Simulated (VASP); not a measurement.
**CsEu: single point with PBE**

The system is CsEu.

```
Cs Eu
1.0
     4.34990    0.00000    0.00000
    -2.17495    3.76712    0.00000
     0.00000    0.00000    7.80319
Cs Eu
1 1
Direct
  0.00000 0.00000 0.50000
  0.66667 0.33333 0.00000
```

```
Program             : VASP 6.6.1
Task                : single point
Functional          : PBE
Potentials or basis : VASP PAW PBE potentials, release 64 (Cs_sv, Eu)
Cutoff              : 520 eV
k mesh              : 8 × 8 × 4
Occupations         : fermi-dirac, width 0.1 eV
Spin                : collinear spin, ferromagnetic start
Starting moments    : [0.0, 9.1] μB
```

```yaml
Pressure: 0.1 GPa
Net_moment: 7.69 μB per cell
Site_moments: Cs +0.03; Eu +6.75 μB
Valence_electrons_inside_the_program's_atomic_spheres: Cs 6.56; Eu 14.72
```

Stress tensor (GPa, compression positive):
```
0.06 0.00 0.00
0.00 0.06 0.00
0.00 0.00 0.19
```

Levels at points of the mesh, in eV from the Fermi level:
Spin up:
```csv
k point,band 13,band 14,band 15,band 16,band 17,band 18,band 19,band 20,band 21,band 22
"(0.00, 0.00, 0.00)",-0.55,-0.55,-0.53,-0.53,-0.49,0.43,1.61,1.61,1.62,2.63
"(0.50, 0.00, 0.00)",-0.53,-0.53,-0.53,-0.51,-0.18,-0.12,0.51,1.20,1.81,1.92
"(0.00, 0.00, 0.50)",-0.55,-0.55,-0.53,-0.53,-0.49,0.78,1.26,1.59,1.59,2.45
"(0.50, 0.00, 0.50)",-0.54,-0.53,-0.52,-0.51,-0.38,0.23,0.79,0.91,2.06,2.19
```
Spin down:
```tsv
k point	band 7	band 8	band 9	band 10	band 11	band 12
(0.00, 0.00, 0.00)	-10.00	-10.00	-2.66	-0.41	1.03	2.10
(0.50, 0.00, 0.00)	-10.18	-10.16	-0.32	0.28	0.48	0.99
(0.00, 0.00, 0.50)	-10.00	-10.00	-2.15	-1.16	1.45	1.49
(0.50, 0.00, 0.50)	-10.18	-10.16	-0.47	0.13	0.83	1.21
```

Wall time 2.8 min on 1 thread of AMD EPYC 9R45 96-Core Processor (Zen 5) (shared host), peak memory 0.36 GiB.

Caveat: spin-orbit coupling is left out, which moves the levels of the heavy elements; semilocal functionals describe open f shells poorly, which spoils levels, moments and volumes. The state reached can hang on the start; a lower one may exist.
